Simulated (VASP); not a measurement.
A run of VASP 6.6.1:

Contents of INCAR:

```
SYSTEM = GdN
  PREC = Accurate
  ENCUT = 520
  EDIFF = 1E-7
  ISMEAR = -1
  SIGMA = 0.05
  LREAL = .FALSE.
  LASPH = .TRUE.
  NELM = 150
  ALGO = Normal
  ISIF = 2
  LWAVE = .FALSE.
  LCHARG = .TRUE.
  ISPIN = 2
  MAGMOM = 7 0
  LORBIT = 11
  LMAXMIX = 6
  GGA = PE
  LELF = .TRUE.
  LVHAR = .TRUE.
  NBANDS = 22
```

KPOINTS

```
regular mesh
0
G
  15 15 15
  0 0 0
```

The input POSCAR:

```
GdN
1.0
    0.0000000000      2.4750697422      2.4750697422
    2.4750697422      0.0000000000      2.4750697422
    2.4750697422      2.4750697422      0.0000000000
Gd N
1 1
Direct
    0.0000000000      0.0000000000      0.0000000000
    0.5000000000      0.5000000000      0.5000000000
```

Potentials or basis: VASP PAW PBE potentials, release 64 (Gd, N).

Command:

```sh
$ cat potpaw_PBE.64/Gd/POTCAR potpaw_PBE.64/N/POTCAR > POTCAR
$ mpirun -np 1 vasp_std > vasp.out
```

Hardware: 1 thread of Intel(R) Xeon(R) Platinum 8259CL CPU @ 2.50GHz (Skylake/Cascade Lake), on a shared host.

**Question.** Estimate the wall time of this run.

**Answer.** Wall time 11 min on 1 thread of Intel(R) Xeon(R) Platinum 8259CL CPU @ 2.50GHz (Skylake/Cascade Lake), with other jobs on the host, peak memory 0.29 GiB. Counts: scf iterations 35, k points 120.
